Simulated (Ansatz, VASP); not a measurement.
**One calculation of TaGe3Pt2, two programs**

```
CELL_PARAMETERS angstrom
4.36471 0.00000 0.00000
0.00000 4.36471 0.00000
0.00000 0.00000 5.97110
ATOMIC_POSITIONS crystal
Ta 0.50000 0.50000 0.00000
Ge 0.00000 0.00000 0.00000
Ge 0.50000 0.50000 0.50000
Ge 0.00000 0.00000 0.50000
Pt 0.50000 0.00000 0.76432
Pt 0.00000 0.50000 0.23568
```

Alike in both runs: task single point; functional r2SCAN; k mesh 8 × 8 × 6; occupations gaussian, width 0.1 eV; no spin polarisation.

|  | VASP | Ansatz |
| --- | --- | --- |
| version | VASP 6.6.1 | Ansatz 0.2.0 |
| potentials or method | VASP PAW PBE potentials, release 64 (Ta_pv, Ge_d, Pt), cutoff 550 eV | scalar-relativistic, plane waves, PAW |
| valence electrons in the cell | 73 | 91 |

```tsv
	VASP	Ansatz	Ansatz less VASP
gap on the k mesh at the Fermi level (eV)	none	none	-
pressure (GPa)	-3.7	-3.8	-0.11
rms of the force components (eV/Å)	0.031	0.041	+0.0098
```

VASP's potentials were made for PBE, not for r2SCAN. Atom by atom the forces differ by 0.010 eV/Å (rms over components). A gap of «none» marks a metal or a gap that the smearing closes. The functional is the same, so the differences come from potentials, cutoffs and numerics. VASP's potentials hold 73 valence electrons a cell and Ansatz's 91, so a difference there can come from the potentials and not from the codes.

Neither program's run includes spin-orbit coupling.
